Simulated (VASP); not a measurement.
InSb: single point with PBE

Crystal: InSb.

```
CELL_PARAMETERS angstrom
0.00000 3.23910 3.23910
3.23910 0.00000 3.23910
3.23910 3.23910 0.00000
ATOMIC_POSITIONS crystal
In 0.00000 0.00000 0.00000
Sb 0.75000 0.75000 0.75000
```

```json
{"Program": "VASP 6.6.1", "Task": "single point", "Functional": "PBE", "Potentials or basis": "VASP PAW PBE potentials, release 64 (In_d, Sb)", "Cutoff": "520 eV", "k mesh": "3 × 3 × 3", "Occupations": "fermi-dirac, width 0.05 eV", "Spin": "no spin polarisation"}
```

```
Pressure               : 4.8 GPa
Band gap on the k mesh : zero (filled and empty bands touch)
```

Levels at points of the mesh, in eV from the Fermi level:
```csv
k point,band 6,band 7,band 8,band 9,band 10,band 11,band 12,band 13
"(0.00, 0.00, 0.00)",-10.75,-0.24,-0.04,-0.04,-0.04,2.87,2.87,2.87
```

Wall time 8.5 s on 1 thread of Intel(R) Xeon(R) Platinum 8259CL CPU @ 2.50GHz (Skylake/Cascade Lake), on a shared host, peak memory 0.2 GiB.

Caveat: the k points lie up to 0.56 Å⁻¹ apart; spin-orbit coupling is left out, which moves the levels of the heavy elements.
